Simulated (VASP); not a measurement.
# Te: single point with PBE

Te:

```
Te
1.0
     3.87919    0.00000    0.00000
    -1.93959    3.35947    0.00000
     0.00000    0.00000    6.58470
Te
4
Direct
  0.00000 0.00000 0.61037
  0.00000 0.00000 0.38963
  0.33333 0.66667 0.00000
  0.66667 0.33333 0.00000
```

The cell was built from a structure type or drawn by symmetry, and may not be a known phase.

```json
{
  "Program": "VASP 6.6.1",
  "Task": "single point",
  "Functional": "PBE",
  "Potentials or basis": "VASP PAW PBE potentials, release 64 (Te)",
  "Cutoff": "500 eV",
  "k mesh": "6 × 6 × 4",
  "Occupations": "gaussian, width 0.1 eV",
  "Spin": "no spin polarisation"
}
```

```yaml
Pressure: 239.6 GPa
Largest_force: 185.674 eV/Å
Band_gap_on_the_k_mesh: zero (bands 12 and 13 overlap by 1.28 eV)
```

Forces on the atoms (eV/Å):
```
Te     0.000    0.000  185.674
Te     0.000    0.000 -185.674
Te     0.000    0.000    0.000
Te     0.000    0.000    0.000
```

Stress tensor (GPa, compression positive):
```
 97.10   0.00   0.00
  0.00  97.10   0.00
  0.00   0.00 524.46
```

Levels at points of the mesh, in eV from the Fermi level:
```tsv
k point	band 10	band 11	band 12	band 13	band 14	band 15
(0.00, 0.00, 0.00)	-3.31	-0.85	-0.85	1.05	1.05	1.56
(0.50, 0.00, 0.00)	-2.42	-1.05	-0.36	0.27	0.65	3.82
(0.00, 0.00, 0.50)	-1.52	-1.52	-0.22	1.91	2.33	2.34
(0.50, 0.00, 0.50)	-3.26	-2.60	-1.39	0.58	1.41	4.04
```

It took 30 s on 1 thread of Intel(R) Xeon(R) Platinum 8488C (Sapphire Rapids) (shared host), peak memory 0.18 GiB.

Caveat: atoms lie so close that the PAW spheres overlap strongly, which falsifies energies and pressures; the cell stands under pressure; spin-orbit coupling is left out, which moves the levels of the heavy elements; forces of over 1 eV/Å act on the atoms, so gaps and moduli don't describe the material at rest.
